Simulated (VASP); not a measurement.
Here is a VASP 6.6.1 calculation.

Contents of POSCAR:

```
RbCl
1.0
    0.0000000000      3.3058242375      3.3058242375
    3.3058242375      0.0000000000      3.3058242375
    3.3058242375      3.3058242375      0.0000000000
Rb Cl
1 1
Direct
    0.0000000000      0.0000000000      0.0000000000
    0.5000000000      0.5000000000      0.5000000000
```

File INCAR.step1:

```
  PREC = Accurate
  ENCUT = 400
  EDIFF = 1E-5
  ISMEAR = 0
  SIGMA = 0.01
  LREAL = F
  LASPH = T
  NELM = 120
  ALGO = Normal
  ISIF = 2
  LWAVE = T
  GGA = PE
  NBANDS = 15
  GGA_COMPAT = F
```

The input INCAR.step2:

```
  PREC = Accurate
  ENCUT = 400
  EDIFF = 1E-6
  ISMEAR = 0
  SIGMA = 0.01
  LREAL = F
  LASPH = T
  NELM = 120
  ALGO = Normal
  ISIF = 2
  LWAVE = F
  LCHARG = T
  GGA = PE
  LHFCALC = T
  AEXX = 0.25
  PRECFOCK = Normal
  LELF = T
  LVHAR = T
  ISTART = 1
  NBANDS = 15
  GGA_COMPAT = F
```

Contents of KPOINTS:

```
Automatic mesh
0
Gamma
  4 4 4
```

Potentials or basis: VASP PAW PBE potentials, release 64 (Rb_sv, Cl).

Launch:

```bash
$ cat potpaw_PBE.64/Rb_sv/POTCAR potpaw_PBE.64/Cl/POTCAR > POTCAR
$ cp INCAR.step1 INCAR
$ mpirun -np 1 vasp_std > vasp.out
$ cp INCAR.step2 INCAR
$ mpirun -np 1 vasp_std > vasp.out
```

Task: Estimate the band gap on the k mesh.

Result: 7.00 eV, direct.

Task: Estimate the pressure.

Result: 0.3 GPa.

Caveat: the PAW data sets were made with another functional, which shifts forces and pressure a little.
